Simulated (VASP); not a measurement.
# C in VASP: notebook

Runs on C. Level: PBE+D3(BJ). Tasks: single point.

All numbers are computed with VASP 6.6.1; they aren't measurements. Logs are shortened: lines on timing, memory, paths and dates and some standing lists are left out, and cuts for length are marked.

## Step 1: The cell of the first run

The structure is orthorhombic, space group Pmma (No. 51). The conventional cell has a = 2.465 Å, b = 3.572 Å, c = 4.269 Å, α = 90.00°, β = 90.00°, γ = 90.00°. Within 1.8 Å of C (site symmetry mm2) lie 3 C at 1.33 to 1.46 Å. C (site symmetry mm2) has 3 C at 1.33 to 1.49 Å within 1.8 Å.

## Step 2: Single point, PBE+D3(BJ) (atoms displaced along a vibrational mode)

INCAR

```
ALGO = Normal
EDIFF = 1E-6
ENCUT = 520
GGA = PE
ISIF = 2
ISMEAR = 0
IVDW = 12
LASPH = T
LCHARG = F
LREAL = F
LWAVE = F
NBANDS = 16
NELM = 60
PREC = Accurate
SIGMA = 0.15
```

KPOINTS

```
k-points
0
Gamma
  18 12 10
```

POSCAR

```
C
1.0
   -2.4646600698      0.0000000000      0.0000000000
    0.0000000000      0.0000000000     -3.5719696368
    0.0000000000     -4.2689164642      0.0000000000
C
4
Direct
    0.5000000000      0.0000000000      0.1582336134
    0.0000000000      0.0000000000      0.6526115779
    0.0000000000      0.0000000000      0.3417663866
    0.5000000000      0.0000000000      0.8473884221
```

Potentials or basis: VASP PAW PBE potentials, release 64 (C).

Command:

```sh
$ cat potpaw_PBE.64/C/POTCAR > POTCAR
$ mpirun -np 1 vasp_std > vasp.out
```

OUTCAR:

```text
EDIFF = 1E-6
   ENCUT = 520
   GGA = PE
   ISIF = 2
   ISMEAR = 0
   IVDW = 12
   LASPH = T
   LREAL = F
   NELM = 60
   PREC = Accurate
 IVDW          = 12

 ion  position               nearest neighbor table
   1  0.500  0.000  0.158-   4 1.33   3 1.46   3 1.46
   2  0.000  0.000  0.653-   3 1.33   4 1.49   4 1.49
   3  0.000  0.000  0.342-   2 1.33   1 1.46   1 1.46
   4  0.500  0.000  0.847-   1 1.33   2 1.49   2 1.49

  LATTYP: Found a simple orthorhombic cell.
 ALAT       =     2.4646600698
 B/A-ratio  =     1.4492747623
 C/A-ratio  =     1.7320508075

  Lattice vectors:

 A1 = (  -2.4646600698,   0.0000000000,   0.0000000000)
 A2 = (   0.0000000000,   0.0000000000,  -3.5719696368)
 A3 = (   0.0000000000,  -4.2689164642,   0.0000000000)

Analysis of symmetry for initial positions (statically):
=====================================================================
 Subroutine PRICEL returns:
 Original cell was already a primitive cell.

 Routine SETGRP: Setting up the symmetry group for a
 simple orthorhombic supercell.

 Subroutine GETGRP returns: Found  8 space group operations
 (whereof  4 operations were pure point group operations)
 out of a pool of  8 trial point group operations.

The static configuration has the point symmetry C_2v.
 The point group associated with its full space group is D_2h.

Analysis of symmetry for dynamics (positions and initial velocities):
=====================================================================
 Subroutine PRICEL returns:
 Original cell was already a primitive cell.

 Routine SETGRP: Setting up the symmetry group for a
 simple orthorhombic supercell.

 Subroutine GETGRP returns: Found  8 space group operations
 (whereof  4 operations were pure point group operations)
 out of a pool of  8 trial point group operations.

The dynamic configuration has the point symmetry C_2v.
 The point group associated with its full space group is D_2h.

 Subroutine INISYM returns: Found  8 space group operations
 (whereof  4 operations are pure point group operations),
 and found     1 'primitive' translations

----------------------------------------------------------------------------------------

                                     Primitive cell

  volume of cell :      37.5822

  direct lattice vectors                    reciprocal lattice vectors
    -2.464660070  0.000000000  0.000000000    -0.405735465  0.000000000  0.000000000
     0.000000000  0.000000000 -3.571969637     0.000000000  0.000000000 -0.279957587
     0.000000000 -4.268916464  0.000000000     0.000000000 -0.234251480  0.000000000

  length of vectors
     2.464660070  3.571969637  4.268916464     0.405735465  0.279957587  0.234251480

  position of ions in fractional coordinates (direct lattice)
     0.500000000  0.000000000  0.158233613
     0.000000000  0.000000000  0.652611578
     0.000000000  0.000000000  0.341766387
     0.500000000  0.000000000  0.847388422

  ion indices of the primitive-cell ions
   primitive index   ion index
                 1           1
                 2           2
                 3           3
                 4           4

----------------------------------------------------------------------------------------

 KPOINTS: k-points

Automatic generation of k-mesh.
 Grid dimensions read from file:
 generate k-points for:   18   12   10

 Generating k-lattice:

  Cartesian coordinates                     Fractional coordinates (reciprocal lattice)
    -0.022540859  0.000000000  0.000000000     0.055555556  0.000000000  0.000000000
     0.000000000  0.000000000 -0.023329799     0.000000000  0.083333333  0.000000000
     0.000000000 -0.023425148  0.000000000     0.000000000  0.000000000  0.100000000

  Length of vectors
     0.022540859  0.023329799  0.023425148

  Shift w.r.t. Gamma in fractional coordinates (k-lattice)
     0.000000000  0.000000000  0.000000000

 Subroutine IBZKPT returns following result:
 ===========================================

 Found    420 irreducible k-points:

 Following reciprocal coordinates:
            Coordinates               Weight
  0.000000  0.000000  0.000000      1.000000
  0.055556  0.000000  0.000000      2.000000
  0.111111  0.000000  0.000000      2.000000
  0.166667  0.000000  0.000000      2.000000
  0.222222  0.000000  0.000000      2.000000
  0.277778  0.000000  0.000000      2.000000
[... 16 lines left out ...]
  0.111111  0.166667  0.000000      4.000000
  0.166667  0.166667  0.000000      4.000000
 [... further k-points ...]
   k-points           NKPTS =    420   k-points in BZ     NKDIM =    420   number of bands    NBANDS=     16
   number of dos      NEDOS =    301   number of ions     NIONS =      4
   total plane-waves  NPLWV =  16128
   dimension x,y,z NGX =    18 NGY =   28 NGZ =   32
   dimension x,y,z NGXF=    36 NGYF=   56 NGZF=   64
   ions per type =               4
   NGX,Y,Z   is equivalent  to a cutoff of  12.14, 13.03, 12.46 a.u.
   NGXF,Y,Z  is equivalent  to a cutoff of  24.28, 26.06, 24.92 a.u.
 SYSTEM =  unknown system
   PREC   = accura    normal or accurate (medium, high low for compatibility)
   ISTART =      0    job   : 0-new  1-cont  2-samecut
   ICHARG =      2    charge: 1-file 2-atom 10-const
   ISPIN  =      1    spin polarized calculation?
   LNONCOLLINEAR =      F non collinear calculations
   LSORBIT =      F    spin-orbit coupling
   LASPH  =      T    aspherical Exc in radial PAW
   ENCUT  =  520.0 eV  38.22 Ry    6.18 a.u.   4.58  6.64  7.94*2*pi/ulx,y,z
   NELM   =     60;   NELMIN=  2; NELMDL= -5     # of ELM steps
   EDIFF  = 0.1E-05   stopping-criterion for ELM
   LREAL  =      F    real-space projection
   EDIFFG = 0.1E-04   stopping-criterion for IOM
   NSW    =      0    number of steps for IOM
   IBRION =     -1    ionic relax: 0-MD 1-quasi-New 2-CG
   NFREE  =      0    steps in history (QN), initial steepest desc. (CG)
   ISIF   =      2    stress and relaxation
   ISYM   =      2    0-nonsym 1-usesym 2-fastsym
   POTIM  = 0.5000    time-step for ionic-motion
   TEBEG  =    0.0;   TEEND  =   0.0 temperature during run
   PSTRESS=    0.0 pullay stress
   NELECT =      16.0000    total number of electrons
   NUPDOWN=      -1.0000    fix difference up-down
   EMIN   =  10.00;   EMAX   =-10.00  energy-range for DOS
   EFERMI =   0.00;   METHOD = LEGACY
   ISMEAR =     0;   SIGMA  =   0.15  broadening in eV -4-tet -1-fermi 0-gaus
   EFERMI_NEDOS =   21; number of points for ismear=-14 and -15
   IALGO  =     38    algorithm
   IMIX   =      4    mixing-type and parameters
     AMIX     =   0.40;   BMIX     =  1.00
     AMIX_MAG =   1.60;   BMIX_MAG =  1.00
  volume/ion in A,a.u.               =       9.40        63.40
  Fermi-wavevector in a.u.,A,eV,Ry     =   1.231556  2.327303 20.636352  1.516729
  Thomas-Fermi vector in A             =   2.366360
   LORBIT       =      0    0 simple, 1 ext, 2 COOP (PROOUT), +10 PAW based schemes
   GGA     = PE    functional components
   LHFCALC =     F    Hartree Fock is set to
   AEXX    =    0.0000 exact exchange contribution
   IVDW    =    12    specifies the selected vdW correction
   LEPSILON=     F    determine dielectric tensor
   LRPA    =     F    only Hartree local field effects (RPA)
 non-spin polarized calculation
 Gauss-broadening in eV      SIGMA  =   0.15
  energy-cutoff  :      520.00
  volume of cell :       37.58
 maximum number of plane-waves:      1040
   NGX =  9   NGY = 13   NGZ = 15

 number of electron      16.0000003 magnetization

 Free energy of the ion-electron system (eV)
  ---------------------------------------------------
  ext. energy  EPLUGINS =         0.00000000
  ---------------------------------------------------
  free energy    TOTEN  =       -36.30064700 eV

  energy without entropy =      -36.29943558  energy(sigma->0) =      -36.30004129

 E-fermi :   4.0224     XC(G=0):  -9.8723

 val. band max:        4.0049108704   @ k =   0.2778   0.2500   0.0000
 cond. band min:       4.0295601964   @ k =   0.2222   0.0833   0.0000
 fundamental gap:      0.0246493260
 Fermi energy:         4.0223928678

 k-point     1 :       0.0000    0.0000    0.0000
  band No.  band energies     occupation
      1     -15.4692      2.00000
      2      -9.9666      2.00000
      3      -9.7642      2.00000
      4      -2.7448      2.00000
      5      -1.7092      2.00000
      6      -0.2206      2.00000
[... 8 lines left out ...]
     15      15.2508      0.00000
     16      15.8317      0.00000

 k-point     2 :       0.0556    0.0000    0.0000
  band No.  band energies     occupation
      1     -15.4138      2.00000
      2      -9.9245      2.00000
      3      -9.7135      2.00000
      4      -2.6837      2.00000
      5      -1.9626      2.00000
      6      -0.3219      2.00000
[... 8 lines left out ...]
     15      15.3032      0.00000
     16      15.6713      0.00000

 k-point     3 :       0.1111    0.0000    0.0000
  band No.  band energies     occupation
      1     -15.2480      2.00000
      2      -9.8013      2.00000
      3      -9.5616      2.00000
      4      -2.6467      2.00000
      5      -2.5011      2.00000
      6      -0.6188      2.00000
[... 8 lines left out ...]
     15      15.3821      0.00000
     16      15.4579      0.00000

 k-point     4 :       0.1667    0.0000    0.0000
  band No.  band energies     occupation
      1     -14.9724      2.00000
      2      -9.6077      2.00000
      3      -9.3086      2.00000
      4      -3.5963      2.00000
      5      -2.1993      2.00000
      6      -1.0908      2.00000
[... 8 lines left out ...]
     15      15.7079      0.00000
     16      16.4684      0.00000
[... 324 lines left out ...]
 k-point    22 :       0.0556    0.1667    0.0000
  band No.  band energies     occupation
      1     -15.3701      2.00000
      2      -9.9001      2.00000
      3      -9.6806      2.00000
      4      -3.0838      2.00000
      5      -1.9535      2.00000
      6      -0.3157      2.00000
[... 8 lines left out ...]
     15      15.6591      0.00000
     16      16.2383      0.00000

 k-point    23 :       0.1111    0.1667    0.0000
  band No.  band energies     occupation
      1     -15.2046      2.00000
      2      -9.7771      2.00000
      3      -9.5291      2.00000
      4      -2.8976      2.00000
      5      -2.6350      2.00000
      6      -0.6126      2.00000
[... 8 lines left out ...]
     15      15.6622      0.00000
     16      16.3808      0.00000

 k-point    24 :       0.1667    0.1667    0.0000
  band No.  band energies     occupation
      1     -14.9296      2.00000
      2      -9.5839      2.00000
      3      -9.2768      2.00000
      4      -3.5814      2.00000
      5      -2.5899      2.00000
      6      -1.0841      2.00000
[... 8 lines left out ...]
     15      16.4957      0.00000
     16      16.6104      0.00000

 [... further k-points ...]

------------------------ aborting loop because EDIFF is reached ----------------------------------------

 Edisp (eV)   -0.57999

 E8    (eV) :    -0.1630

  FORCE on cell =-STRESS in cart. coord.  units (eV):
  Direction    XX          YY          ZZ          XY          YZ          ZX
  --------------------------------------------------------------------------------------
  -------------------------------------------------------------------------------------
  Total      -0.80215     4.27365    -0.06395     0.00000     0.00000     0.00000
  in kB     -34.19669   182.19090    -2.72643     0.00000     0.00000     0.00000
  external pressure =       48.42 kB  Pullay stress =        0.00 kB

 VOLUME and BASIS-vectors are now :
 -----------------------------------------------------------------------------
  energy-cutoff  :      520.00
  volume of cell :       37.58
      direct lattice vectors                 reciprocal lattice vectors
    -2.464660070  0.000000000  0.000000000    -0.405735465  0.000000000  0.000000000
     0.000000000  0.000000000 -3.571969637     0.000000000  0.000000000 -0.279957587
     0.000000000 -4.268916464  0.000000000     0.000000000 -0.234251480  0.000000000

 POSITION                                       TOTAL-FORCE (eV/Angst)
 -----------------------------------------------------------------------------------
     -1.23233     -0.67549      0.00000         0.000000     -4.885060      0.000000
      0.00000     -2.78594      0.00000         0.000000     -6.628216      0.000000
      0.00000     -1.45897      0.00000         0.000000      4.885060      0.000000
     -1.23233     -3.61743      0.00000         0.000000      6.628216      0.000000
 -----------------------------------------------------------------------------------
    total drift:                               -0.000000     -0.000000      0.000000

  FREE ENERGIE OF THE ION-ELECTRON SYSTEM (eV)
  ---------------------------------------------------
  free  energy   TOTEN  =       -36.8806375475 eV

  energy  without entropy=      -36.8794261295  energy(sigma->0) =      -36.88003184
```

It took 2.5 min on 1 thread of Intel Xeon Platinum 8259CL at 2.50GHz (Skylake/Cascade Lake), shared host; peak memory 0.29 GiB.

Results:

```
Free energy                : -36.8806 eV
Pressure                   : 4.8 GPa
Largest force              : 6.628 eV/Å
Band gap on the k mesh     : zero (bands 8 and 9 overlap by 0.80 eV)
Dispersion energy per atom : -0.145 eV
```

Forces in eV/Å, atoms in the order of the input:
```
C    0.000 -4.885  0.000
C    0.000 -6.628  0.000
C    0.000  4.885  0.000
C    0.000  6.628  0.000
```

Stress tensor (GPa, compression positive):
```
-3.42  0.00  0.00
 0.00 18.22  0.00
 0.00  0.00 -0.27
```

Levels at points of the mesh, in eV from the Fermi level:
```csv
k point,band 6,band 7,band 8,band 9,band 10,band 11
"(0.00, 0.00, 0.00)",-4.24,-1.40,-0.94,1.30,3.98,6.59
"(0.50, 0.00, 0.00)",-9.48,-2.36,-2.36,4.03,4.03,9.15
"(0.00, 0.50, 0.00)",-4.22,-2.02,-1.38,0.17,6.64,7.95
"(0.50, 0.50, 0.00)",-9.41,-3.42,-3.42,3.17,3.17,10.10
"(0.00, 0.00, 0.50)",-4.90,-4.40,-3.84,5.77,5.84,7.27
"(0.50, 0.00, 0.50)",-6.48,-2.11,-2.11,3.14,3.14,6.91
"(0.00, 0.50, 0.50)",-6.26,-4.37,-3.81,6.64,6.91,8.73
"(0.50, 0.50, 0.50)",-6.45,-3.06,-3.06,1.75,1.75,7.14
```

Caveat: the cell differs from its parent crystal (atoms displaced along a vibrational mode); the cell stands under pressure; forces of over 1 eV/Å act on the atoms, so gaps and moduli don't describe the material at rest.

(Part 1 of 2 ends here.)
